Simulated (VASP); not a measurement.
The system is CuI (Marshite).

```
I Cu
1.0
     0.00000    3.03150    3.03150
     3.03150    0.00000    3.03150
     3.03150    3.03150    0.00000
I Cu
1 1
Direct
  0.00000 0.00000 0.00000
  0.75000 0.75000 0.75000
```

```yaml
Program: VASP 6.6.1
Task: relaxation of cell and atoms
Functional: revPBE
Dispersion: D3(BJ)
Potentials_or_basis: VASP PAW PBE potentials, release 64 (I, Cu)
Cutoff: 600 eV
k_mesh: 8 × 8 × 8
Occupations: fermi-dirac, width 0.05 eV
Spin: no spin polarisation
```

At the start: pressure -2.6 GPa; volume 27.86 Å³/atom.

Q: Where does the relaxation end?

A: Over 3 steps the energy falls by 14.3 meV/atom and the volume is 26.18 Å³/atom (-6.0 %); space group F-43m (No. 216, to 0.05 Å).

Step by step:
```
step  energy change (eV)  largest force (eV/Å)  pressure (GPa)  volume (Å³)
   1              0.0000                0.0000           -2.58        55.72
   2             -0.0286                0.0000            0.18        52.18
   3             -0.0287                0.0000           -0.01        52.37
```

Final structure:
```
CELL_PARAMETERS angstrom
0.00000 2.96949 2.96949
2.96949 0.00000 2.96949
2.96949 2.96949 0.00000
ATOMIC_POSITIONS crystal
I 0.00000 0.00000 0.00000
Cu 0.75000 0.75000 0.75000
```

Caveat: the PAW data sets were made with another functional, which shifts forces and pressure a little.
